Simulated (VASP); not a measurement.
# Al (Im-3m) in VASP: notebook

Al is run at these levels: PBEsol; tasks: single point, relaxation of cell and atoms.

All numbers are computed with VASP 6.6.1; they aren't measurements. Logs are shortened: lines on timing, memory, paths and dates and some standing lists are left out, and cuts for length are marked.

### Step 1. The cell of the first run

It takes space group Im-3m (No. 229, cubic). Conventional cell: a = 2.892 Å, b = 2.892 Å, c = 2.892 Å, α = 90.00°, β = 90.00°, γ = 90.00°. Within 3.3 Å of Al (site symmetry m-3m) lie 14 Al at 2.50 to 2.89 Å.

### Step 2. Single point, PBEsol

Input file INCAR:

```
ALGO     = Normal         # electronic algorithm
EDIFF    = 1E-6           # SCF threshold, eV
ENCUT    = 520            # plane-wave cutoff, eV
GGA      = PS             # functional
ISIF     = 2              # what is computed and relaxed
ISMEAR   = 1              # smearing method
LASPH    = T              # aspherical terms in the spheres
LCHARG   = F              # write CHGCAR
LREAL    = F              # projectors in reciprocal space
LWAVE    = F              # write WAVECAR
NBANDS   = 8              # bands
NELM     = 60             # most SCF steps
PREC     = Accurate       # precision mode
SIGMA    = 0.1            # smearing width, eV
```

Input file KPOINTS:

```
k-points
0
Gamma
  9 9 9
```

Input file POSCAR:

```
Al
1.0
   -1.4461616391      1.4461616391      1.4461616391
    1.4461616391     -1.4461616391      1.4461616391
    1.4461616391      1.4461616391     -1.4461616391
Al
1
Direct
    0.0000000000      0.0000000000      0.0000000000
```

Potentials or basis: VASP PAW PBE potentials, release 64 (Al).

Started as:

```
cat potpaw_PBE.64/Al/POTCAR > POTCAR
mpirun -np 1 vasp_std > vasp.out
```

OUTCAR:

```text
EDIFF = 1E-6
   ENCUT = 520
   GGA = PS
   ISIF = 2
   ISMEAR = 1
   LASPH = T
   LREAL = F
   NELM = 60
   PREC = Accurate

 ion  position               nearest neighbor table
   1  0.000  0.000  0.000-

  LATTYP: Found a body centered cubic cell.
 ALAT       =     2.8923232782

  Lattice vectors:

 A1 = (  -1.4461616391,   1.4461616391,   1.4461616391)
 A2 = (   1.4461616391,  -1.4461616391,   1.4461616391)
 A3 = (   1.4461616391,   1.4461616391,  -1.4461616391)

Analysis of symmetry for initial positions (statically):
=====================================================================
 Subroutine PRICEL returns:
 Original cell was already a primitive cell.

 Routine SETGRP: Setting up the symmetry group for a
 body centered cubic supercell.

 Subroutine GETGRP returns: Found 48 space group operations
 (whereof 48 operations were pure point group operations)
 out of a pool of 48 trial point group operations.

The static configuration has the point symmetry O_h .

Analysis of symmetry for dynamics (positions and initial velocities):
=====================================================================
 Subroutine PRICEL returns:
 Original cell was already a primitive cell.

 Routine SETGRP: Setting up the symmetry group for a
 body centered cubic supercell.

 Subroutine GETGRP returns: Found 48 space group operations
 (whereof 48 operations were pure point group operations)
 out of a pool of 48 trial point group operations.

The dynamic configuration has the point symmetry O_h .

 Subroutine INISYM returns: Found 48 space group operations
 (whereof 48 operations are pure point group operations),
 and found     1 'primitive' translations

----------------------------------------------------------------------------------------

                                     Primitive cell

  volume of cell :      12.0979

  direct lattice vectors                    reciprocal lattice vectors
    -1.446161639  1.446161639  1.446161639     0.000000000  0.345742818  0.345742818
     1.446161639 -1.446161639  1.446161639     0.345742818  0.000000000  0.345742818
     1.446161639  1.446161639 -1.446161639     0.345742818  0.345742818  0.000000000

  length of vectors
     2.504825435  2.504825435  2.504825435     0.488954182  0.488954182  0.488954182

  position of ions in fractional coordinates (direct lattice)
     0.000000000  0.000000000  0.000000000

  ion indices of the primitive-cell ions
   primitive index   ion index
                 1           1

----------------------------------------------------------------------------------------

 KPOINTS: k-points

Automatic generation of k-mesh.
 Grid dimensions read from file:
 generate k-points for:    9    9    9

 Generating k-lattice:

  Cartesian coordinates                     Fractional coordinates (reciprocal lattice)
     0.000000000  0.038415869  0.038415869     0.111111111  0.000000000  0.000000000
     0.038415869  0.000000000  0.038415869     0.000000000  0.111111111  0.000000000
     0.038415869  0.038415869  0.000000000     0.000000000  0.000000000  0.111111111

  Length of vectors
     0.054328242  0.054328242  0.054328242

  Shift w.r.t. Gamma in fractional coordinates (k-lattice)
     0.000000000  0.000000000  0.000000000

 Subroutine IBZKPT returns following result:
 ===========================================

 Found     35 irreducible k-points:

 Following reciprocal coordinates:
            Coordinates               Weight
  0.000000  0.000000  0.000000      1.000000
  0.111111  0.000000  0.000000     12.000000
  0.222222  0.000000  0.000000     12.000000
  0.333333  0.000000  0.000000     12.000000
  0.444444  0.000000  0.000000     12.000000
  0.111111  0.111111  0.000000     24.000000
[... 16 lines left out ...]
 -0.333333  0.444444  0.111111     48.000000
 -0.444444 -0.444444  0.111111     24.000000
 [... further k-points ...]
   k-points           NKPTS =     35   k-points in BZ     NKDIM =     35   number of bands    NBANDS=      8
   number of dos      NEDOS =    301   number of ions     NIONS =      1
   total plane-waves  NPLWV =   8000
   dimension x,y,z NGX =    20 NGY =   20 NGZ =   20
   dimension x,y,z NGXF=    40 NGYF=   40 NGZF=   40
   ions per type =               1
   NGX,Y,Z   is equivalent  to a cutoff of  13.27, 13.27, 13.27 a.u.
   NGXF,Y,Z  is equivalent  to a cutoff of  26.55, 26.55, 26.55 a.u.
 SYSTEM =  unknown system
   PREC   = accura    normal or accurate (medium, high low for compatibility)
   ISTART =      0    job   : 0-new  1-cont  2-samecut
   ICHARG =      2    charge: 1-file 2-atom 10-const
   ISPIN  =      1    spin polarized calculation?
   LNONCOLLINEAR =      F non collinear calculations
   LSORBIT =      F    spin-orbit coupling
   LASPH  =      T    aspherical Exc in radial PAW
   ENCUT  =  520.0 eV  38.22 Ry    6.18 a.u.   4.66  4.66  4.66*2*pi/ulx,y,z
   NELM   =     60;   NELMIN=  2; NELMDL= -5     # of ELM steps
   EDIFF  = 0.1E-05   stopping-criterion for ELM
   LREAL  =      F    real-space projection
   EDIFFG = 0.1E-04   stopping-criterion for IOM
   NSW    =      0    number of steps for IOM
   IBRION =     -1    ionic relax: 0-MD 1-quasi-New 2-CG
   NFREE  =      0    steps in history (QN), initial steepest desc. (CG)
   ISIF   =      2    stress and relaxation
   ISYM   =      2    0-nonsym 1-usesym 2-fastsym
   POTIM  = 0.5000    time-step for ionic-motion
   TEBEG  =    0.0;   TEEND  =   0.0 temperature during run
   PSTRESS=    0.0 pullay stress
   NELECT =       3.0000    total number of electrons
   NUPDOWN=      -1.0000    fix difference up-down
   EMIN   =  10.00;   EMAX   =-10.00  energy-range for DOS
   EFERMI =   0.00;   METHOD = LEGACY
   ISMEAR =     1;   SIGMA  =   0.10  broadening in eV -4-tet -1-fermi 0-gaus
   EFERMI_NEDOS =   21; number of points for ismear=-14 and -15
   IALGO  =     38    algorithm
   IMIX   =      4    mixing-type and parameters
     AMIX     =   0.40;   BMIX     =  1.00
     AMIX_MAG =   1.60;   BMIX_MAG =  1.00
  volume/ion in A,a.u.               =      12.10        81.64
  Fermi-wavevector in a.u.,A,eV,Ry     =   1.028518  1.943617 14.392903  1.057849
  Thomas-Fermi vector in A             =   2.162518
   LORBIT       =      0    0 simple, 1 ext, 2 COOP (PROOUT), +10 PAW based schemes
   GGA     = PS    functional components
   LHFCALC =     F    Hartree Fock is set to
   AEXX    =    0.0000 exact exchange contribution
   IVDW    =     0    specifies the selected vdW correction
   LEPSILON=     F    determine dielectric tensor
   LRPA    =     F    only Hartree local field effects (RPA)
 non-spin polarized calculation
 Methfessel and Paxton  Order N= 1 SIGMA  =   0.10
  energy-cutoff  :      520.00
  volume of cell :       12.10
 maximum number of plane-waves:       338
   NGX =  9   NGY =  9   NGZ =  9

 number of electron       3.0000000 magnetization

 Free energy of the ion-electron system (eV)
  ---------------------------------------------------
  ext. energy  EPLUGINS =         0.00000000
  ---------------------------------------------------
  free energy    TOTEN  =        -3.50708594 eV

  energy without entropy =       -3.50543279  energy(sigma->0) =       -3.50653489

 E-fermi :  11.7536     XC(G=0): -11.4528

 val. band max:       11.7522790696   @ k =  -0.3333   0.4444   0.1111
 cond. band min:      11.8388425509   @ k =   0.2222   0.2222   0.1111
 fundamental gap:      0.0865634813
 Fermi energy:        11.7536396714

 k-point     1 :       0.0000    0.0000    0.0000
  band No.  band energies     occupation
      1      -1.8487      2.00000
      2      26.8852      0.00000
      3      26.8852      0.00000
      4      26.8852      0.00000
      5      30.5079      0.00000
      6      30.5079      0.00000
      7      31.5586      0.00000
      8      31.5586      0.00000

 k-point     2 :       0.1111    0.0000    0.0000
  band No.  band energies     occupation
      1      -1.4138      2.00000
      2      23.4566      0.00000
      3      25.3607      0.00000
      4      25.8128      0.00000
      5      28.3306      0.00000
      6      28.8636      0.00000
      7      31.8311      0.00000
      8      32.2453      0.00000

 k-point     3 :       0.2222    0.0000    0.0000
  band No.  band energies     occupation
      1      -0.1203      2.00000
      2      18.0210      0.00000
      3      23.1633      0.00000
      4      24.2721      0.00000
      5      26.1822      0.00000
      6      27.8315      0.00000
      7      32.8451      0.00000
      8      33.1060      0.00000

 k-point     4 :       0.3333    0.0000    0.0000
  band No.  band energies     occupation
      1       1.9975      2.00000
      2      13.0249     -0.00000
      3      21.5509      0.00000
      4      23.1585      0.00000
      5      24.7383      0.00000
      6      26.7559      0.00000
      7      34.4145      0.00000
      8      34.9303      0.00000

 k-point     5 :       0.4444    0.0000    0.0000
  band No.  band energies     occupation
      1       4.8516      2.00000
      2       8.7270      2.00000
      3      20.7232      0.00000
      4      22.5943      0.00000
      5      24.0188      0.00000
      6      26.0970      0.00000
      7      35.8106      0.00000
      8      37.7453      0.00000

 k-point     6 :       0.1111    0.1111    0.0000
  band No.  band energies     occupation
      1      -0.5496      2.00000
      2      20.4998      0.00000
      3      21.4638      0.00000
      4      24.5944      0.00000
      5      27.7752      0.00000
      6      29.1880      0.00000
      7      32.3681      0.00000
      8      32.8771      0.00000

 k-point     7 :       0.2222    0.1111    0.0000
  band No.  band energies     occupation
      1       1.1562      2.00000
      2      15.6533      0.00000
      3      19.2396      0.00000
      4      23.0863      0.00000
      5      26.7461      0.00000
      6      29.4660      0.00000
      7      31.9803      0.00000
      8      35.6609      0.00000
[... 133 lines left out ...]
 k-point    20 :      -0.3333    0.3333    0.1111
  band No.  band energies     occupation
      1       2.4162      2.00000
      2      13.3873     -0.00000
      3      19.3263      0.00000
      4      22.2939      0.00000
      5      26.1256      0.00000
      6      27.8102      0.00000
      7      30.6123      0.00000
      8      37.2118      0.00000

 k-point    21 :      -0.2222    0.3333    0.1111
  band No.  band energies     occupation
      1       1.9989      2.00000
      2      15.8163      0.00000
      3      17.2272      0.00000
      4      23.0893      0.00000
      5      25.6826      0.00000
      6      27.0738      0.00000
      7      33.7282      0.00000
      8      34.8196      0.00000

 k-point    22 :      -0.4444    0.4444    0.1111
  band No.  band energies     occupation
      1       5.2562      2.00000
      2       9.1224      2.00000
      3      18.5865      0.00000
      4      21.6065      0.00000
      5      25.5027      0.00000
      6      28.4888      0.00000
      7      31.0948      0.00000
      8      35.3863      0.00000

 k-point    23 :      -0.3333    0.4444    0.1111
  band No.  band energies     occupation
      1       4.4742      2.00000
      2      11.7523      1.02303
      3      15.6133      0.00000
      4      22.8708      0.00000
      5      25.8542      0.00000
      6      27.0791      0.00000
      7      32.1360      0.00000
      8      35.5730      0.00000

 k-point    24 :      -0.4444   -0.4444    0.1111
  band No.  band energies     occupation
      1       7.1459      2.00000
      2       8.4187      2.00000
      3      15.1866      0.00000
      4      22.6345      0.00000
      5      25.6491      0.00000
      6      28.6460      0.00000
      7      30.2908      0.00000
      8      34.9971      0.00000

 [... further k-points ...]
[... 5 lines left out ...]
  --------------------------------------------------------------------------------------
  -------------------------------------------------------------------------------------
  Total        3.4206444      3.4206444      3.4206444      0.0000000      0.0000000     -0.0000000
  in kB      453.0102262    453.0102262    453.0102262      0.0000000      0.0000000     -0.0000000
  external PRESSURE =     453.0102262 kB  Pullay stress =       0.0000000 kB

 VOLUME and BASIS-vectors are now :
 -----------------------------------------------------------------------------
  energy-cutoff  :      520.00
  volume of cell :       12.10
      direct lattice vectors                 reciprocal lattice vectors
    -1.446161639  1.446161639  1.446161639     0.000000000  0.345742818  0.345742818
     1.446161639 -1.446161639  1.446161639     0.345742818  0.000000000  0.345742818
     1.446161639  1.446161639 -1.446161639     0.345742818  0.345742818  0.000000000

 POSITION                                       TOTAL-FORCE (eV/Angst)
 -----------------------------------------------------------------------------------
      0.00000      0.00000      0.00000        -0.000000      0.000000     -0.000000
 -----------------------------------------------------------------------------------
    total drift:                                0.000000      0.000000      0.000000

  FREE ENERGIE OF THE ION-ELECTRON SYSTEM (eV)
  ---------------------------------------------------
  free  energy   TOTEN  =        -3.5070859392 eV

  energy  without entropy=       -3.5054327856  energy(sigma->0) =       -3.50653489
```

Run time: 1.8 s. Hardware: 1 thread of Intel Xeon 6975P-C (Granite Rapids), shared host; peak memory 0.11 GiB.

Results:

```yaml
Free_energy: -3.5071 eV
Pressure: 45.3 GPa
```

Caveat: the PAW data sets were made with another functional, which shifts forces and pressure a little.

### Step 3. Single point, PBEsol

This run uses another cell than the first one, of 14.26 Å³/atom, 1.179 times its volume.

Input file INCAR:

```
  PREC = Accurate
  ENCUT = 520
  EDIFF = 1E-6
  ISMEAR = 1
  SIGMA = 0.1
  LREAL = False
  LASPH = True
  NELM = 60
  ALGO = Normal
  ISIF = 2
  LWAVE = False
  LCHARG = False
  GGA = PS
  NBANDS = 8
```

Input file KPOINTS:

```
Automatic mesh
0
Gamma
  9 9 9
```

Input file POSCAR:

```
Al
1.0
   -1.5277038653      1.5277038653      1.5277038653
    1.5277038653     -1.5277038653      1.5277038653
    1.5277038653      1.5277038653     -1.5277038653
Al
1
Direct
    0.0000000000      0.0000000000      0.0000000000
```

Potentials or basis: VASP PAW PBE potentials, release 64 (Al).

Started as:

```
cat potpaw_PBE.64/Al/POTCAR > POTCAR
mpirun -np 1 vasp_std > vasp.out
```

It took 2 s on 1 thread of Intel Xeon 6975P-C (Granite Rapids), shared host; peak memory 0.11 GiB.

Results (log left out):

| Item | Value |
| --- | --- |
| Free energy | -3.8876 eV |
| Pressure | 15.0 GPa |

Levels at points of the mesh, in eV from the Fermi level:
| k point | band 1 | band 2 | band 3 | band 4 | band 5 |
| --- | --- | --- | --- | --- | --- |
| (0.00, 0.00, 0.00) | -12.34 | 14.00 | 14.00 | 14.00 | 16.80 |

Caveat: the PAW data sets were made with another functional, which shifts forces and pressure a little.

[end of part 1 of 2]
